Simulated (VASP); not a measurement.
Al, 2 atoms in the cell. The structure is monoclinic, space group P2_1/m (No. 11). The conventional cell has a = 2.812 Å, b = 4.867 Å, c = 2.812 Å, α = 90.00°, β = 120.00°, γ = 90.00°. Within 3.6 Å of Al (site symmetry m) lie 12 Al at 2.71 to 3.19 Å.  This cell differs from its parent crystal: atom 1 (Al) moved by (-0.225, -0.450) A along x and y.

* Program: VASP 6.6.1
* Task: single point
* Functional: PBEsol
* Potentials or basis: VASP PAW PBE potentials, release 64 (Al)
* Cutoff: 520 eV
* k mesh: 18 × 18 × 10
* Occupations: gaussian, width 0.15 eV
* Spin: no spin polarisation
* Dipole correction: no
* Further INCAR settings: ALGO = Fast; EDIFF = 1e-06; NBANDS = 10

Potentials or basis: VASP PAW PBE potentials, release 64 (Al).

Command:

```sh
$ cat potpaw_PBE.64/Al/POTCAR > POTCAR
$ mpirun -np 1 vasp_std > vasp.out
```

Hardware: 1 thread of AMD EPYC 9R45 (Zen 5), on a shared host.

Q: Estimate the wall time of this run.

A: Wall time 3.6 min on 1 thread of AMD EPYC 9R45 (Zen 5), on a shared host, peak memory 0.32 GiB. Counts: scf iterations 12, k points 984.
